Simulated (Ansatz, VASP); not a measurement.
## BN: VASP beside Ansatz

File POSCAR:

```
BN
1.0
    2.6202855189      0.0000000000      0.0000000000
   -1.3101427595      2.2692338245      0.0000000000
    0.0000000000      0.0000000000      4.2077449317
B N
2 2
Direct
    0.6666666667      0.3333333333      0.9997995909
    0.3333333333      0.6666666667      0.4997995909
    0.6666666667      0.3333333333      0.6252004091
    0.3333333333      0.6666666667      0.1252004091
```

Contents of INCAR.step1:

```
SYSTEM = BN
PREC = Accurate ; ENCUT = 520
ISMEAR = 0 ; SIGMA = 0.05
LREAL = .False. ; LASPH = .True.
NELM = 80 ; NBANDS = 16
GGA = PE ; ALGO = Normal
EDIFF = 1E-4 ; LWAVE = .True.
LCHARG = .False.
```

File INCAR.step2:

```
SYSTEM = BN
PREC = Accurate ; ENCUT = 520
EDIFF = 1E-6 ; ISMEAR = 0
SIGMA = 0.05 ; LREAL = .False.
LASPH = .True. ; NELM = 80
ALGO = Normal ; ISIF = 2
LWAVE = .False. ; LCHARG = .True.
METAGGA = R2SCAN ; LMIXTAU = .True.
LELF = .True. ; LVHAR = .True.
NBANDS = 16 ; ISTART = 1
```

The input KPOINTS:

```
Automatic mesh
0
Gamma
  12 12 6
  0 0 0
```

Input for Ansatz:

```yaml
crystal:
  lattice:
    - [2.6202855189, 0.0, 0.0]
    - [-1.3101427595, 2.2692338245, 0.0]
    - [0.0, 0.0, 4.2077449317]
  atoms:
    - { symbol: B, position: [0.6666666667, 0.3333333333, 0.9997995909] }
    - { symbol: B, position: [0.3333333333, 0.6666666667, 0.4997995909] }
    - { symbol: "N", position: [0.6666666667, 0.3333333333, 0.6252004091] }
    - { symbol: "N", position: [0.3333333333, 0.6666666667, 0.1252004091] }
basis:
  ecutwfc: 500
kpoints:
  mp_grid: { grid: [12, 12, 6] }
hamiltonian:
  xc: r2scan
scf:
  occupations: { method: gaussian, width: 0.05 }
output:
  forces: true
  stress: true
  eigenvalues: true
```

Change from the starting cell: strain +0.0300 x Voigt [1, 1, 0, 0, 0, 0], atoms carried along.

Alike in both runs: task single point; functional r2SCAN; k mesh 12 × 12 × 6; occupations gaussian, width 0.05 eV; no spin polarisation.

|  | VASP | Ansatz |
| --- | --- | --- |
| version | VASP 6.6.1 | Ansatz 0.2.0 |
| potentials or method | VASP PAW PBE potentials, release 64 (B, N), cutoff 520 eV | scalar-relativistic, plane waves, PAW |
| valence electrons in the cell | 16 | 16 |

|  | VASP | Ansatz | Ansatz less VASP |
| --- | --- | --- | --- |
| gap on the k mesh at the Fermi level (eV) | 5.88 | 5.91 | +0.029 |
| least direct gap on the mesh (eV) | 8.43 | 8.45 | +0.017 |
| pressure (GPa) | -19.4 | -20.3 | -0.89 |
| traceless stress, the component that is largest in VASP (GPa) | 17.15 | 17.05 | -0.102 |
| rms of the force components (eV/Å) | 0.005 | 0.007 | +0.0029 |

VASP's potentials were made for PBE, not for r2SCAN. Atom by atom the forces differ by 0.003 eV/Å (rms over components).
